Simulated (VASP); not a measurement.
LiCl, 2 atoms in the cell. Symmetry: Fm-3m, No. 225, cubic system. Conventional cell: a = 5.130 Å, b = 5.130 Å, c = 5.130 Å, α = 90.00°, β = 90.00°, γ = 90.00°. Within 3.4 Å of Li (site symmetry m-3m) lie 6 Cl at 2.56 Å. Cl (site symmetry m-3m) has 6 Li at 2.56 Å within 3.4 Å. 

* Program: VASP 6.6.1
* Task: single point
* Functional: LDA
* Potentials or basis: VASP PAW LDA potentials, release 64 (Li_sv, Cl)
* Cutoff: 520 eV
* k mesh: 8 × 8 × 8
* Occupations: gaussian, width 0.05 eV
* Spin: no spin polarisation
* Dipole correction: no
* Further INCAR settings: ALGO = Normal; EDIFF = 1e-06; NBANDS = 12

Potentials or basis: VASP PAW LDA potentials, release 64 (Li_sv, Cl).

Command:

```console
$ cat potpaw_LDA.64/Li_sv/POTCAR potpaw_LDA.64/Cl/POTCAR > POTCAR
$ mpirun -np 1 vasp_std > vasp.out
```

Hardware: 1 thread of Intel(R) Xeon(R) 6975P-C (Granite Rapids), with other jobs on the host.

Question: How long does it take, and how much memory?

Answer: It took 4.7 s on 1 thread of Intel(R) Xeon(R) 6975P-C (Granite Rapids), on a shared host, peak memory 0.13 GiB. Counts: scf iterations 11, k points 29.
